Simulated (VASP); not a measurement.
Input of a VASP 6.6.1 run:

Contents of INCAR:

```
  ALGO = Normal
  EDIFF = 1E-6
  ENCUT = 520
  GGA = PS
  ISIF = 2
  ISMEAR = -1
  LASPH = True
  LCHARG = False
  LREAL = False
  LWAVE = False
  NBANDS = 12
  NELM = 100
  PREC = Accurate
  SIGMA = 0.1
```

File KPOINTS:

```
k-points
0
Gamma
  12 12 12
```

POSCAR

```
Sb
1.0
    2.1038769161      1.2146739038      3.4596071943
   -2.1038769161      1.2146739038      3.4596071943
    0.0000000000     -2.4293478077      3.4596071943
Sb
2
Direct
    0.2446863695      0.2446863695      0.2446863695
    0.7553136305      0.7553136305      0.7553136305
```

Potentials or basis: VASP PAW PBE potentials, release 64 (Sb).

Command:

```sh
$ cat potpaw_PBE.64/Sb/POTCAR > POTCAR
$ mpirun -np 1 vasp_std > vasp.out
```

Task: Predict the largest force.

Result: 0.030 eV/Å.

Task: What does it give for the band gap on the k mesh?

Result: Zero (band 5 reaches 8.83 eV, above the bottom of band 6 at 8.09 eV).

Forces on the atoms (eV/Å):
```
Sb   0.000  0.000  0.030
Sb   0.000  0.000 -0.030
```

Caveat: the PAW data sets were made with another functional, which shifts forces and pressure a little; spin-orbit coupling is left out, which moves the levels of the heavy elements.
